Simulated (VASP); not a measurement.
# MgO (P6_3/mmc) in VASP: a series of runs, part 2 of 2

VASP 6.6.1.

### Step 5. Single point, PBE (volume 10.471 Å^3 an atom, c/a of the conventional cell 1.2837)

Contents of INCAR:

```
SYSTEM = MgO
ALGO     = Normal         ! electronic algorithm
EDIFF    = 1E-7           ! SCF threshold, eV
ENCUT    = 520            ! plane-wave cutoff, eV
GGA      = PE             ! functional
ISIF     = 2              ! what is computed and relaxed
ISMEAR   = 0              ! smearing method
LASPH    = .TRUE.         ! aspherical terms in the spheres
LCHARG   = .TRUE.         ! write CHGCAR
LELF     = .TRUE.         ! ELF
LREAL    = .FALSE.        ! projectors in reciprocal space
LVHAR    = .TRUE.       
LWAVE    = .FALSE.        ! write WAVECAR
NBANDS   = 16             ! bands
NELM     = 80             ! most SCF steps
PREC     = Accurate       ! precision mode
SIGMA    = 0.05           ! smearing width, eV
```

Contents of KPOINTS:

```
k-points
0
G
  9 9 6
  0 0 0
```

Contents of POSCAR:

```
MgO
1.0
    3.3523652177      0.0000000000      0.0000000000
   -1.6761826089      2.9032334413      0.0000000000
    0.0000000000      0.0000000000      4.3034312300
Mg O
2 2
Direct
    0.6666666667      0.3333333333      0.7500000000
    0.3333333333      0.6666666667      0.2500000000
    0.6666666667      0.3333333333      0.2500000000
    0.3333333333      0.6666666667      0.7500000000
```

Potentials or basis: VASP PAW PBE potentials, release 64 (Mg, O).

Command:

```console
cat potpaw_PBE.64/Mg/POTCAR potpaw_PBE.64/O/POTCAR > POTCAR
mpirun -np 1 vasp_std > vasp.out
```

OUTCAR:

```text
SYSTEM = MgO
   EDIFF = 1E-7
   ENCUT = 520
   GGA = PE
   ISIF = 2
   ISMEAR = 0
   LASPH = .TRUE.
   LREAL = .FALSE.
   NELM = 80
   PREC = Accurate

 ion  position               nearest neighbor table
   1  0.667  0.333  0.750-   4 1.94   4 1.94   4 1.94   3 2.15   3 2.15   2 2.89   2 2.89   2 2.89
                             2 2.89   2 2.89   2 2.89
   2  0.333  0.667  0.250-   3 1.94   3 1.94   3 1.94   4 2.15   4 2.15   1 2.89   1 2.89   1 2.89
                             1 2.89   1 2.89   1 2.89
   3  0.667  0.333  0.250-   2 1.94   2 1.94   2 1.94   1 2.15   1 2.15
   4  0.333  0.667  0.750-   1 1.94   1 1.94   1 1.94   2 2.15   2 2.15

  LATTYP: Found a hexagonal cell.
 ALAT       =     3.3523652177
 C/A-ratio  =     1.2837000000

  Lattice vectors:

 A1 = (   3.3523652177,   0.0000000000,   0.0000000000)
 A2 = (  -1.6761826089,   2.9032334413,   0.0000000000)
 A3 = (   0.0000000000,   0.0000000000,   4.3034312300)

Analysis of symmetry for initial positions (statically):
=====================================================================
 Subroutine PRICEL returns:
 Original cell was already a primitive cell.

 Routine SETGRP: Setting up the symmetry group for a
 hexagonal supercell.
[... 171 lines left out ...]

  energy without entropy =      -23.47802705  energy(sigma->0) =      -23.47802705

 E-fermi :   2.6792     XC(G=0): -10.3066

 val. band max:        2.4270107964   @ k =   0.0000   0.0000   0.0000
 cond. band min:       6.0597963447   @ k =   0.0000   0.0000   0.0000
 fundamental gap:      3.6327855483
 Fermi energy:         2.6791815802

 k-point     1 :       0.0000    0.0000    0.0000
  band No.  band energies     occupation
      1     -14.7959      2.00000
      2     -13.3970      2.00000
      3      -1.6049      2.00000
      4       0.6306      2.00000
      5       0.6306      2.00000
      6       1.4086      2.00000
[... 433 lines left out ...]
      3      -1.2903      2.00000
      4      -0.5645      2.00000
      5      -0.5645      2.00000
      6       0.8968      2.00000
[... 8 lines left out ...]
     15      16.3172      0.00000
     16      19.7883      0.00000

 [... further k-points ...]
[... 5 lines left out ...]
  --------------------------------------------------------------------------------------
  -------------------------------------------------------------------------------------
  Total        4.5036481      4.5036481      0.9124878     -0.0000000     -0.0000000      0.0000000
  in kB      172.2768351    172.2768351     34.9051502     -0.0000000     -0.0000000      0.0000000
  external PRESSURE =     126.4862735 kB  Pullay stress =       0.0000000 kB

 VOLUME and BASIS-vectors are now :
 -----------------------------------------------------------------------------
  energy-cutoff  :      520.00
  volume of cell :       41.88
      direct lattice vectors                 reciprocal lattice vectors
     3.352365218  0.000000000  0.000000000     0.298296855  0.172221769  0.000000000
    -1.676182609  2.903233441  0.000000000     0.000000000  0.344443539  0.000000000
     0.000000000  0.000000000  4.303431230     0.000000000  0.000000000  0.232372715

 POSITION                                       TOTAL-FORCE (eV/Angst)
 -----------------------------------------------------------------------------------
      1.67618      0.96774      3.22757        -0.000000      0.000000      0.000000
     -0.00000      1.93549      1.07586         0.000000      0.000000      0.000000
      1.67618      0.96774      1.07586         0.000000     -0.000000      0.000000
     -0.00000      1.93549      3.22757         0.000000      0.000000      0.000000
 -----------------------------------------------------------------------------------
    total drift:                                0.000000     -0.000000      0.000000

  FREE ENERGIE OF THE ION-ELECTRON SYSTEM (eV)
  ---------------------------------------------------
  free  energy   TOTEN  =       -23.4780270526 eV

  energy  without entropy=      -23.4780270526  energy(sigma->0) =      -23.47802705
```

It took 15 s on 1 thread of Intel Xeon 6975P-C (Granite Rapids), shared host; peak memory 0.18 GiB.

Results:

- Free energy: -23.4780 eV
- Pressure: 12.6 GPa
- Band gap on the k mesh: 3.63 eV, direct

Stress tensor (GPa, compression positive):
```
17.23  0.00  0.00
 0.00 17.23  0.00
 0.00  0.00  3.49
```

### Step 6. Single point, PBE (volume 10.471 Å^3 an atom, c/a of the conventional cell 1.1291)

Contents of INCAR:

```
  PREC = Accurate
  ENCUT = 520
  EDIFF = 1E-6
  ISMEAR = 0
  SIGMA = 0.05
  LREAL = False
  LASPH = True
  NELM = 100
  ALGO = Normal
  ISIF = 2
  LWAVE = False
  LCHARG = True
  GGA = PE
  LELF = True
  LVHAR = True
  NBANDS = 16
```

Contents of KPOINTS:

```
regular mesh
0
Gamma
  9 9 6
```

Contents of POSCAR:

```
MgO
1.0
    3.4988745436      0.0000000000      0.0000000000
   -1.7494372718      3.0301142394      0.0000000000
    0.0000000000      0.0000000000      3.9505792472
Mg O
2 2
Direct
    0.6666666667      0.3333333333      0.7500000000
    0.3333333333      0.6666666667      0.2500000000
    0.6666666667      0.3333333333      0.2500000000
    0.3333333333      0.6666666667      0.7500000000
```

Potentials or basis: VASP PAW PBE potentials, release 64 (Mg, O).

Command:

```console
cat potpaw_PBE.64/Mg/POTCAR potpaw_PBE.64/O/POTCAR > POTCAR
mpirun -np 1 vasp_std > vasp.out
```

OUTCAR:

```text
PREC = Accurate
   ENCUT = 520
   EDIFF = 1E-6
   ISMEAR = 0
   LREAL = False
   LASPH = True
   NELM = 100
   ISIF = 2
   GGA = PE

 ion  position               nearest neighbor table
   1  0.667  0.333  0.750-   3 1.98   3 1.98   4 2.02   4 2.02   4 2.02   2 2.83   2 2.83   2 2.83
                             2 2.83   2 2.83   2 2.83
   2  0.333  0.667  0.250-   4 1.98   4 1.98   3 2.02   3 2.02   3 2.02   1 2.83   1 2.83   1 2.83
                             1 2.83   1 2.83   1 2.83
   3  0.667  0.333  0.250-   1 1.98   1 1.98   2 2.02   2 2.02   2 2.02
[... 663 lines left out ...]
  -------------------------------------------------------------------------------------
  Total        1.9382444      1.9382444      6.6462504      0.0000000     -0.0000000      0.0000000
  in kB       74.1431388     74.1431388    254.2372186      0.0000000     -0.0000000      0.0000000
  external PRESSURE =     134.1744987 kB  Pullay stress =       0.0000000 kB

 VOLUME and BASIS-vectors are now :
 -----------------------------------------------------------------------------
  energy-cutoff  :      520.00
  volume of cell :       41.88
      direct lattice vectors                 reciprocal lattice vectors
     3.498874544  0.000000000  0.000000000     0.285806189  0.165010280  0.000000000
    -1.749437272  3.030114239  0.000000000     0.000000000  0.330020561  0.000000000
     0.000000000  0.000000000  3.950579247     0.000000000  0.000000000  0.253127437

 POSITION                                       TOTAL-FORCE (eV/Angst)
 -----------------------------------------------------------------------------------
      1.74944      1.01004      2.96293         0.000000     -0.000000      0.000000
     -0.00000      2.02008      0.98764        -0.000000      0.000000      0.000000
      1.74944      1.01004      0.98764        -0.000000      0.000000      0.000000
     -0.00000      2.02008      2.96293         0.000000     -0.000000      0.000000
 -----------------------------------------------------------------------------------
    total drift:                                0.000000     -0.000000      0.000000

  FREE ENERGIE OF THE ION-ELECTRON SYSTEM (eV)
  ---------------------------------------------------
  free  energy   TOTEN  =       -23.4552392130 eV

  energy  without entropy=      -23.4552392130  energy(sigma->0) =      -23.45523921
```

stdout:

```text
POSCAR found type information on POSCAR MgO
 POSCAR found :  2 types and       4 ions
 scaLAPACK will be used
 LDA part: xc-table for (Slater+PW92), standard interpolation
 POSCAR, INCAR and KPOINTS ok, starting setup
 FFT: planning ... GRIDC
 FFT: planning ... GRID_SOFT
 FFT: planning ... GRID
 WAVECAR not read
 entering main loop
```

Run time: 13 s. Hardware: 1 thread of Intel Xeon 6975P-C (Granite Rapids), shared host; peak memory 0.17 GiB.

Results:

```yaml
Free_energy: -23.4552 eV
Pressure: 13.4 GPa
Band_gap_on_the_k_mesh: 3.74 eV, direct
```

Levels at points of the mesh, in eV from the valence-band top:
| k point | band 6 | band 7 | band 8 | band 9 | band 10 | band 11 |
| --- | --- | --- | --- | --- | --- | --- |
| (0.00, 0.00, 0.00) | -0.72 | -0.72 | 0.00 | 3.74 | 10.24 | 12.58 |
| (0.00, 0.00, 0.50) | -1.32 | -1.32 | -1.32 | 6.85 | 6.85 | 12.93 |

### Step 7. Overview

| cell | gap on the mesh (eV) | pressure (GPa) |
| --- | --- | --- |
| a = 3.443, b = 3.443, c = 4.079 Å, angles 90.0, 90.0, 120.0°, 4 atoms | 3.70 | 11.9 |
| a = 3.462, b = 3.462, c = 4.036 Å, angles 90.0, 90.0, 120.0°, 4 atoms | 3.71 | 12.2 |
| a = 3.425, b = 3.425, c = 4.123 Å, angles 90.0, 90.0, 120.0°, 4 atoms | 3.69 | 11.7 |
| a = 3.352, b = 3.352, c = 4.303 Å, angles 90.0, 90.0, 120.0°, 4 atoms | 3.63 | 12.6 |
| a = 3.499, b = 3.499, c = 3.951 Å, angles 90.0, 90.0, 120.0°, 4 atoms | 3.74 | 13.4 |

Alike in all rows: task single point; level PBE; potentials or basis VASP PAW PBE potentials, release 64 (Mg, O); no spin polarisation; k mesh 9 × 9 × 6; cutoff (eV) 520; smearing gaussian 0.05 eV.

Total energies depend on the potentials used, so only differences within one code and one set of settings carry meaning.
